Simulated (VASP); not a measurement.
Here is a VASP 6.6.1 calculation.

The input POSCAR:

```
C
1.0
   14.0000000000      0.0000000000      0.0000000000
    0.0000000000     14.4000000000      0.0000000000
    0.0000000000      0.0000000000     14.8000000000
C
1
Direct
    0.5000000000      0.5000000000      0.5000000000
```

INCAR.step1

```
SYSTEM = C
  PREC = Accurate
  ENCUT = 520
  EDIFF = 1E-5
  ISMEAR = -1
  SIGMA = 0.01
  LREAL = .False.
  LASPH = .True.
  NELM = 150
  ALGO = Normal
  ISIF = 2
  LWAVE = .True.
  ISPIN = 2
  MAGMOM = 2
  LORBIT = 11
  NBANDS = 12
  GGA = PE
  ISYM = 0
```

INCAR.step2

```
SYSTEM = C
  PREC = Accurate
  ENCUT = 520
  EDIFF = 1E-6
  ISMEAR = -1
  SIGMA = 0.01
  LREAL = .False.
  LASPH = .True.
  NELM = 150
  ALGO = Normal
  ISIF = 2
  LWAVE = .False.
  LCHARG = .True.
  ISPIN = 2
  MAGMOM = 2
  LORBIT = 11
  GGA = PE
  LHFCALC = .True.
  AEXX = 0.25
  PRECFOCK = Normal
  LELF = .True.
  LVHAR = .True.
  NBANDS = 12
  ISTART = 1
  ISYM = 0
```

KPOINTS

```
Automatic mesh
0
Gamma
  1 1 1
  0 0 0
```

Potentials or basis: VASP PAW PBE potentials, release 64 (C).

The run is started by

```sh
$ cat potpaw_PBE.64/C/POTCAR > POTCAR
$ cp INCAR.step1 INCAR
$ mpirun -np 1 vasp_gam > vasp.out
$ cp INCAR.step2 INCAR
$ mpirun -np 1 vasp_gam > vasp.out
```

**Question.** What does it give for the net moment?

**Answer.** 2.00 μB per cell.

**Question.** Estimate the band gap on the k mesh.

**Answer.** 3.64 eV.
